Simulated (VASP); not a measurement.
Crystal: Cr.

```
CELL_PARAMETERS angstrom
-1.41496 1.41496 1.41496
1.41496 -1.41496 1.41496
1.41496 1.41496 -1.41496
ATOMIC_POSITIONS crystal
Cr 0.00000 0.00000 0.00000
```

Base run:

- Program: VASP 6.6.1
- Functional: r2SCAN
- Potentials or basis: VASP PAW PBE potentials, release 64 (Cr_pv)
- Cutoff: 550 eV
- k mesh: 15 × 15 × 15
- Occupations: fermi-dirac, width 0.6 eV
- Spin: no spin polarisation

Its results: band gap on the k mesh zero (band 6 reaches 13.86 eV, above the bottom of band 7 at 10.42 eV); pressure 13.0 GPa.

Problem. The run is repeated on the same cell with these changes: cutoff from 550 eV to 520 eV; occupations from fermi-dirac, width 0.6 eV to gaussian, width 0.03 eV. What comes out?

Solution. Band gap on the k mesh zero (band 6 reaches 13.61 eV, above the bottom of band 7 at 10.20 eV); pressure 0.6 GPa.

Caveats: the PAW data sets were made with another functional, which shifts forces and pressure a little; the run has no spin polarisation, though such a crystal can be magnetic.
